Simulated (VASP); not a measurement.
## La: single point with RPBE

La:

```
La
1.0
     3.69884    0.00000    0.00000
    -1.84942    3.20329    0.00000
     0.00000    0.00000    5.92515
La
2
Direct
  0.33333 0.66667 0.25000
  0.66667 0.33333 0.75000
```

| Item | Value |
| --- | --- |
| Program | VASP 6.6.1 |
| Task | single point |
| Functional | RPBE |
| Potentials or basis | VASP PAW PBE potentials, release 64 (La) |
| Cutoff | 520 eV |
| k mesh | 11 × 11 × 6 |
| Occupations | fermi-dirac, width 0.1 eV |
| Spin | no spin polarisation |
| Dipole correction | no |
| Further INCAR settings | ALGO = Normal; EDIFF = 1e-07; NBANDS = 18 |

The pressure is 3.5 GPa and the band gap on the k mesh is zero (bands 11 and 12 overlap by 1.56 eV).

Stress tensor (GPa, compression positive):
```
3.36 0.00 0.00
0.00 3.36 0.00
0.00 0.00 3.71
```

Levels at points of the mesh, in eV from the Fermi level:
```csv
k point,band 8,band 9,band 10,band 11,band 12,band 13,band 14,band 15
"(0.00, 0.00, 0.00)",-15.66,-3.10,-1.82,1.15,1.34,1.34,1.62,1.74
"(0.00, 0.00, 0.50)",-15.83,-1.76,-1.76,0.66,0.66,1.38,1.38,1.38
```

It took 79 s on 1 thread of AMD EPYC 9R45 96-Core Processor (Zen 5), on a shared host, peak memory 0.21 GiB.

Caveat: the cell stands under pressure; the PAW data sets were made with another functional, which shifts forces and pressure a little; spin-orbit coupling is left out, which moves the levels of the heavy elements.
